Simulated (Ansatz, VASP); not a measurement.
This is a calculation of C for Ansatz 0.2.0.

The input input.yaml:

```yaml
crystal:
  lattice:
    - [0.0, 1.78337, 1.78337]
    - [1.78337, 0.0, 1.78337]
    - [1.78337, 1.78337, 0.0]
  atoms:
    - { symbol: C, position: [0.75, 0.75, 0.75] }
    - { symbol: C, position: [0.5, 0.5, 0.5] }
kpoints:
  mp_grid: { grid: [13, 13, 13] }
scf:
  occupations: { method: gaussian, width: 0.014 }
hamiltonian:
  xc: pbe
  pseudopotentials: { kind: all_electron, lapw: { basis_error: 0.001 } }
output:
  forces: true
  stress: true
  eigenvalues: true
```

Potentials or basis: all-electron LAPW, scalar-relativistic.

Run with:

```console
$ ansatz run input.yaml --threads 1 --pin off --max-ram 3072MiB --backend cpu --events-out ev --progress --plain --runs-dir out
```

Problem. Translate it to VASP 6.6.1. Potentials there: VASP PAW PBE potentials, release 64 (C).

Solution. As run (the cutoff follows the program's own potentials):

INCAR

```
PREC     = Accurate       # precision mode
ENCUT    = 520            # plane-wave cutoff, eV
EDIFF    = 1E-6           # SCF threshold, eV
ISMEAR   = 0              # smearing method
SIGMA    = 0.014          # smearing width, eV
LREAL    = False          # projectors in reciprocal space
LASPH    = True           # aspherical terms in the spheres
NELM     = 80             # most SCF steps
ALGO     = Normal         # electronic algorithm
ISIF     = 2              # what is computed and relaxed
LWAVE    = False          # write WAVECAR
LCHARG   = False          # write CHGCAR
GGA      = PE             # functional
NBANDS   = 11             # bands
```

Contents of KPOINTS:

```
Automatic mesh
0
Gamma
  13 13 13
```

POSCAR

```
C
1.0
    0.0000000000      1.7833700000      1.7833700000
    1.7833700000      0.0000000000      1.7833700000
    1.7833700000      1.7833700000      0.0000000000
C
2
Direct
    0.7500000000      0.7500000000      0.7500000000
    0.5000000000      0.5000000000      0.5000000000
```

Potentials or basis: VASP PAW PBE potentials, release 64 (C).

Launch:

```console
$ cat potpaw_PBE.64/C/POTCAR > POTCAR
$ mpirun -np 1 vasp_std > vasp.out
```

Both were run:

|  | VASP | Ansatz | Ansatz less VASP |
| --- | --- | --- | --- |
| gap on the k mesh at the Fermi level (eV) | 4.14 | 4.15 | +0.009 |
| least direct gap on the mesh (eV) | 5.59 | 5.60 | +0.010 |
| pressure (GPa) | 2.5 | 1.8 | -0.70 |

Ansatz ran all-electron here, and VASP with PAW potentials.
